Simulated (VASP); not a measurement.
Write the native input for VASP 6.6.1 that does the following.

- Task: single point
- Functional: PBE
- Potentials or basis: VASP PAW PBE potentials, release 64 (Mg, O)
- Cutoff: 600 eV
- k mesh: 9 × 9 × 9
- Occupations: gaussian, width 0.01 eV
- Spin: no spin polarisation
- Dipole correction: no
- Further INCAR settings: ALGO = Normal; EDIFF = 1e-06; NBANDS = 11

The structure of MgO lies in POSCAR:

```
MgO
1.0
    0.0000000000      2.1285000000      2.1285000000
    2.1285000000      0.0000000000      2.1285000000
    2.1285000000      2.1285000000      0.0000000000
Mg O
1 1
Direct
    0.0000000000      0.0000000000      0.0000000000
    0.5000000000      0.5000000000      0.5000000000
```

The input as run:

INCAR

```
SYSTEM = MgO
  PREC = Accurate
  ENCUT = 600
  EDIFF = 1E-6
  ISMEAR = 0
  SIGMA = 0.01
  LREAL = .False.
  LASPH = .True.
  NELM = 120
  ALGO = Normal
  ISIF = 2
  LWAVE = .False.
  LCHARG = .False.
  GGA = PE
  NBANDS = 11
  GGA_COMPAT = .False.
```

KPOINTS

```
regular mesh
0
Gamma
  9 9 9
  0 0 0
```

Potentials or basis: VASP PAW PBE potentials, release 64 (Mg, O).

Command:

```console
$ cat potpaw_PBE.64/Mg/POTCAR potpaw_PBE.64/O/POTCAR > POTCAR
$ mpirun -np 1 vasp_std > vasp.out
```

Results of the run:

The pressure is -1.4 GPa. The band gap on the k mesh is 4.42 eV, direct.

It took 13 s on 1 thread of Intel Xeon 8259CL (shared host), peak memory 0.14 GiB.
